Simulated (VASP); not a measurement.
## KBr (rock salt type): single point with HSE06

Crystal: KBr (rock salt type).

```
K Br
1.0
     0.00000    3.35000    3.35000
     3.35000    0.00000    3.35000
     3.35000    3.35000    0.00000
K Br
1 1
Direct
  0.00517 0.00517 0.00517
  0.50000 0.50000 0.50000
```

```json
{
 "Program": "VASP 6.6.1",
 "Task": "single point",
 "Functional": "HSE06",
 "Potentials or basis": "VASP PAW PBE potentials, release 64 (K_sv, Br)",
 "Cutoff": "520 eV",
 "k mesh": "4 × 4 × 4",
 "Occupations": "fermi-dirac, width 0.05 eV",
 "Spin": "no spin polarisation"
}
```

| Property | Result |
| --- | --- |
| Pressure | -0.2 GPa |
| Largest force | 0.059 eV/Å |
| Band gap on the k mesh | 5.47 eV |

Forces on the atoms (eV/Å):
```
K   -0.034 -0.034 -0.034
Br   0.034  0.034  0.034
```

Levels at points of the mesh, in eV from the valence-band top:
| k point | band 5 | band 6 | band 7 | band 8 | band 9 | band 10 | band 11 | band 12 |
| --- | --- | --- | --- | --- | --- | --- | --- | --- |
| (0.00, 0.00, 0.00) | -12.19 | 0.00 | 0.00 | 0.00 | 5.47 | 8.95 | 8.95 | 8.95 |
| (0.50, 0.00, 0.00) | -11.95 | -1.14 | -0.31 | -0.30 | 7.64 | 9.39 | 11.13 | 11.16 |
| (0.50, 0.50, 0.50) | -11.95 | -1.14 | -0.31 | -0.31 | 7.64 | 9.40 | 11.19 | 11.19 |
| (0.50, 0.50, 0.00) | -12.22 | -0.81 | -0.29 | -0.29 | 7.11 | 8.31 | 10.50 | 10.89 |

Run time: 14 min on 1 thread of Intel(R) Xeon(R) Platinum 8259CL CPU @ 2.50GHz (Skylake/Cascade Lake), on a shared host, peak memory 0.32 GiB.

Caveat: the PAW data sets were made with another functional, which shifts forces and pressure a little.
